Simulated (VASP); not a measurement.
# C in VASP: single point with LDA

Aim: the single point of C with LDA.

Program: VASP 6.6.1. These are calculated values, not measurements. Logs are shortened: lines on timing, memory, paths and dates and some standing lists are left out, and cuts for length are marked.

## Step 1: The cell of the first run

The cell holds a sheet with vacuum, 2 atoms: a = 2.444 Å, b = 2.444 Å, c = 23.800 Å, α = 90.00°, β = 90.00°, γ = 120.00°.

## Step 2: Single point, LDA

INCAR reads:

```
ALGO     = Normal         # electronic algorithm
DIPOL    = 0.5 0.5 0.294
EDIFF    = 1E-6           # SCF threshold, eV
ENCUT    = 520            # plane-wave cutoff, eV
GGA_COMPAT= F            
IDIPOL   = 3            
ISIF     = 2              # what is computed and relaxed
ISMEAR   = 0              # smearing method
LASPH    = T              # aspherical terms in the spheres
LCHARG   = F              # write CHGCAR
LDIPOL   = T            
LREAL    = F              # projectors in reciprocal space
LWAVE    = F              # write WAVECAR
NBANDS   = 11             # bands
NELM     = 120            # most SCF steps
NELMDL   = -8           
PREC     = Accurate       # precision mode
SIGMA    = 0.03           # smearing width, eV
```

KPOINTS reads:

```
k-points
0
Gamma
  18 18 1
```

POSCAR reads:

```
C
1.0
    2.4444568894      0.0000000000      0.0000000000
   -1.2222284447      2.1169617647      0.0000000000
    0.0000000000      0.0000000000     23.8000000000
C
2
Direct
    0.3333333333      0.6666666667      0.2941176471
    0.6666666667      0.3333333333      0.2941176471
```

Potentials or basis: VASP PAW LDA potentials, release 64 (C).

Started as:

```console
> cat potpaw_LDA.64/C/POTCAR > POTCAR
> mpirun -np 1 vasp_std > vasp.out
```

OUTCAR:

```text
EDIFF = 1E-6
   ENCUT = 520
   ISIF = 2
   ISMEAR = 0
   LASPH = T
   LREAL = F
   NELM = 120
   NELMDL = -8
   PREC = Accurate

 ion  position               nearest neighbor table
   1  0.333  0.667  0.294-   2 1.41   2 1.41   2 1.41
   2  0.667  0.333  0.294-   1 1.41   1 1.41   1 1.41

  LATTYP: Found a hexagonal cell.
 ALAT       =     2.4444568894
 C/A-ratio  =     9.7363140676

  Lattice vectors:

 A1 = (   2.4444568894,   0.0000000000,   0.0000000000)
 A2 = (  -1.2222284447,   2.1169617647,   0.0000000000)
 A3 = (   0.0000000000,   0.0000000000,  23.8000000000)

Analysis of symmetry for initial positions (statically):
=====================================================================
 Subroutine PRICEL returns:
 Original cell was already a primitive cell.

 Routine SETGRP: Setting up the symmetry group for a
 hexagonal supercell.

 Subroutine GETGRP returns: Found 24 space group operations
 (whereof 12 operations were pure point group operations)
 out of a pool of 24 trial point group operations.

The static configuration has the point symmetry C_6v.
 The point group associated with its full space group is D_6h.

Analysis of symmetry for dynamics (positions and initial velocities):
=====================================================================
 Subroutine PRICEL returns:
 Original cell was already a primitive cell.

 Routine SETGRP: Setting up the symmetry group for a
 hexagonal supercell.

 Subroutine GETGRP returns: Found 24 space group operations
 (whereof 12 operations were pure point group operations)
 out of a pool of 24 trial point group operations.

The dynamic configuration has the point symmetry C_6v.
 The point group associated with its full space group is D_6h.

 Subroutine INISYM returns: Found 24 space group operations
 (whereof 12 operations are pure point group operations),
 and found     1 'primitive' translations

----------------------------------------------------------------------------------------

                                     Primitive cell

  volume of cell :     123.1608

  direct lattice vectors                    reciprocal lattice vectors
     2.444456889  0.000000000  0.000000000     0.409088826  0.236187544  0.000000000
    -1.222228445  2.116961765  0.000000000     0.000000000  0.472375088  0.000000000
     0.000000000  0.000000000 23.800000000     0.000000000  0.000000000  0.042016807

  length of vectors
     2.444456889  2.444456889 23.800000000     0.472375088  0.472375088  0.042016807

  position of ions in fractional coordinates (direct lattice)
     0.333333333  0.666666667  0.294117647
     0.666666667  0.333333333  0.294117647

  ion indices of the primitive-cell ions
   primitive index   ion index
                 1           1
                 2           2

----------------------------------------------------------------------------------------

 KPOINTS: k-points

Automatic generation of k-mesh.
 Grid dimensions read from file:
 generate k-points for:   18   18    1

 Generating k-lattice:

  Cartesian coordinates                     Fractional coordinates (reciprocal lattice)
     0.022727157  0.013121530  0.000000000     0.055555556  0.000000000  0.000000000
     0.000000000  0.026243060  0.000000000     0.000000000  0.055555556  0.000000000
     0.000000000  0.000000000  0.042016807     0.000000000  0.000000000  1.000000000

  Length of vectors
     0.026243060  0.026243060  0.042016807

  Shift w.r.t. Gamma in fractional coordinates (k-lattice)
     0.000000000  0.000000000  0.000000000

 Subroutine IBZKPT returns following result:
 ===========================================

 Found     37 irreducible k-points:

 Following reciprocal coordinates:
            Coordinates               Weight
  0.000000  0.000000  0.000000      1.000000
  0.055556 -0.000000  0.000000      6.000000
  0.111111 -0.000000  0.000000      6.000000
  0.166667 -0.000000  0.000000      6.000000
  0.222222  0.000000  0.000000      6.000000
  0.277778 -0.000000  0.000000      6.000000
[... 16 lines left out ...]
  0.333333  0.111111  0.000000     12.000000
  0.388889  0.111111  0.000000     12.000000
 [... further k-points ...]
   k-points           NKPTS =     37   k-points in BZ     NKDIM =     37   number of bands    NBANDS=     11
   number of dos      NEDOS =    301   number of ions     NIONS =      2
   total plane-waves  NPLWV =  58320
   dimension x,y,z NGX =    18 NGY =   18 NGZ =  180
   dimension x,y,z NGXF=    36 NGYF=   36 NGZF=  360
   ions per type =               2
   NGX,Y,Z   is equivalent  to a cutoff of  12.24, 12.24, 12.57 a.u.
   NGXF,Y,Z  is equivalent  to a cutoff of  24.48, 24.48, 25.15 a.u.
 SYSTEM =  unknown system
   PREC   = accura    normal or accurate (medium, high low for compatibility)
   ISTART =      0    job   : 0-new  1-cont  2-samecut
   ICHARG =      2    charge: 1-file 2-atom 10-const
   ISPIN  =      1    spin polarized calculation?
   LNONCOLLINEAR =      F non collinear calculations
   LSORBIT =      F    spin-orbit coupling
   LASPH  =      T    aspherical Exc in radial PAW
   ENCUT  =  520.0 eV  38.22 Ry    6.18 a.u.   4.55  4.55 44.25*2*pi/ulx,y,z
   NELM   =    120;   NELMIN=  2; NELMDL= -8     # of ELM steps
   EDIFF  = 0.1E-05   stopping-criterion for ELM
   LREAL  =      F    real-space projection
   EDIFFG = 0.1E-04   stopping-criterion for IOM
   NSW    =      0    number of steps for IOM
   IBRION =     -1    ionic relax: 0-MD 1-quasi-New 2-CG
   NFREE  =      0    steps in history (QN), initial steepest desc. (CG)
   ISIF   =      2    stress and relaxation
   ISYM   =      2    0-nonsym 1-usesym 2-fastsym
   POTIM  = 0.5000    time-step for ionic-motion
   TEBEG  =    0.0;   TEEND  =   0.0 temperature during run
   PSTRESS=    0.0 pullay stress
   NELECT =       8.0000    total number of electrons
   NUPDOWN=      -1.0000    fix difference up-down
   EMIN   =  10.00;   EMAX   =-10.00  energy-range for DOS
   EFERMI =   0.00;   METHOD = LEGACY
   ISMEAR =     0;   SIGMA  =   0.03  broadening in eV -4-tet -1-fermi 0-gaus
   EFERMI_NEDOS =   21; number of points for ismear=-14 and -15
   IALGO  =     38    algorithm
   IMIX   =      4    mixing-type and parameters
     AMIX     =   0.40;   BMIX     =  1.00
     AMIX_MAG =   1.60;   BMIX_MAG =  1.00
  volume/ion in A,a.u.               =      61.58       415.56
  Fermi-wavevector in a.u.,A,eV,Ry     =   0.658083  1.243597  5.892320  0.433073
  Thomas-Fermi vector in A             =   1.729793
   LORBIT       =      0    0 simple, 1 ext, 2 COOP (PROOUT), +10 PAW based schemes
   GGA     = CA    functional components
   LHFCALC =     F    Hartree Fock is set to
   AEXX    =    0.0000 exact exchange contribution
   IVDW    =     0    specifies the selected vdW correction
   LEPSILON=     F    determine dielectric tensor
   LRPA    =     F    only Hartree local field effects (RPA)
 non-spin polarized calculation
 Gauss-broadening in eV      SIGMA  =   0.03
  energy-cutoff  :      520.00
  volume of cell :      123.16
 maximum number of plane-waves:      3366
   NGX =  9   NGY =  9   NGZ = 89

 dipolmoment           0.000000      0.000000     -0.000000 electrons x Angstroem

 number of electron       7.9999998 magnetization

 dipolmoment           0.000000      0.000000      0.000002 electrons x Angstroem

 Free energy of the ion-electron system (eV)
  ---------------------------------------------------
  ext. energy  EPLUGINS =         0.00000000
  ---------------------------------------------------
  free energy    TOTEN  =       -20.17430872 eV

  energy without entropy =      -20.17409976  energy(sigma->0) =      -20.17420424

 E-fermi :  -3.1727     XC(G=0):  -1.8796

 val. band max:       -3.1726935488   @ k =   0.3333   0.3333   0.0000
 cond. band min:      -3.1726935437   @ k =   0.3333   0.3333   0.0000
 fundamental gap:      0.0000000051
 Fermi energy:        -3.1726935462

 k-point     1 :       0.0000    0.0000    0.0000
  band No.  band energies     occupation
      1     -22.6815      2.00000
      2     -10.9908      2.00000
      3      -6.2006      2.00000
      4      -6.2006      2.00000
      5       0.1551      0.00000
      6       1.1015      0.00000
      7       1.3686      0.00000
      8       1.9442      0.00000
      9       2.2806      0.00000
     10       3.3769      0.00000
     11       3.8271      0.00000

 k-point     2 :       0.0556   -0.0000    0.0000
  band No.  band energies     occupation
      1     -22.6079      2.00000
      2     -10.9016      2.00000
      3      -6.4933      2.00000
      4      -6.3610      2.00000
      5       0.2550      0.00000
      6       1.2034      0.00000
      7       1.4721      0.00000
      8       2.0468      0.00000
      9       2.3832      0.00000
     10       3.4788      0.00000
     11       3.9284      0.00000

 k-point     3 :       0.1111   -0.0000    0.0000
  band No.  band energies     occupation
      1     -22.3874      2.00000
      2     -10.6349      2.00000
      3      -7.3001      2.00000
      4      -6.7867      2.00000
      5       0.5548      0.00000
      6       1.5088      0.00000
      7       1.7824      0.00000
      8       2.3547      0.00000
      9       2.6912      0.00000
     10       3.7845      0.00000
     11       4.2322      0.00000
[... 267 lines left out ...]
 k-point    23 :       0.3333    0.1111    0.0000
  band No.  band energies     occupation
      1     -18.9477      2.00000
      2     -14.0548      2.00000
      3     -10.2444      2.00000
      4      -6.6896      2.00000
      5       0.1818      0.00000
      6       5.3057      0.00000
      7       5.9119      0.00000
      8       6.3224      0.00000
      9       6.7485      0.00000
     10       7.2493      0.00000
     11       7.6242      0.00000

 k-point    24 :       0.3889    0.1111    0.0000
  band No.  band energies     occupation
      1     -17.9315      2.00000
      2     -15.3698      2.00000
      3     -10.4704      2.00000
      4      -5.7625      2.00000
      5      -1.0415      0.00000
      6       5.7814      0.00000
      7       6.8010      0.00000
      8       7.7335      0.00000
      9       8.2987      0.00000
     10       8.7402      0.00000
     11       9.1558      0.00000

 [... further k-points ...]

------------------------ aborting loop because EDIFF is reached ----------------------------------------

 vacuum level on the upper side and lower side of the slab       (xc-potential included)        -0.010        -0.010

  FORCE on cell =-STRESS in cart. coord.  units (eV):
  Direction    XX          YY          ZZ          XY          YZ          ZX
  --------------------------------------------------------------------------------------
  -------------------------------------------------------------------------------------
  Total        0.1519600      0.1519600     -0.0140649      0.0000000      0.0000000      0.0000000
  in kB        1.9768218      1.9768218     -0.1829678      0.0000000      0.0000000      0.0000000
  external PRESSURE =       1.2568919 kB  Pullay stress =       0.0000000 kB

 VOLUME and BASIS-vectors are now :
 -----------------------------------------------------------------------------
  energy-cutoff  :      520.00
  volume of cell :      123.16
      direct lattice vectors                 reciprocal lattice vectors
     2.444456889  0.000000000  0.000000000     0.409088826  0.236187544  0.000000000
    -1.222228445  2.116961765  0.000000000     0.000000000  0.472375088  0.000000000
     0.000000000  0.000000000 23.800000000     0.000000000  0.000000000  0.042016807

 POSITION                                       TOTAL-FORCE (eV/Angst)
 -----------------------------------------------------------------------------------
     -0.00000      1.41131      7.00000         0.000000     -0.000000     -0.000000
      1.22223      0.70565      7.00000        -0.000000      0.000000      0.000000
 -----------------------------------------------------------------------------------
    total drift:                                0.000000      0.000000      0.000022

  FREE ENERGIE OF THE ION-ELECTRON SYSTEM (eV)
  ---------------------------------------------------
  free  energy   TOTEN  =       -20.1743087227 eV

  energy  without entropy=      -20.1740997636  energy(sigma->0) =      -20.17420424

 vacuum level on the upper side and lower side of the slab         1.296         1.296
```

Wall time 48 s (1 thread of Intel Xeon Platinum 8488C (Sapphire Rapids), shared host); peak memory 0.2 GiB.

What came out:

- Free energy: -20.1743 eV
- Band gap on the k mesh: zero (filled and empty bands touch)
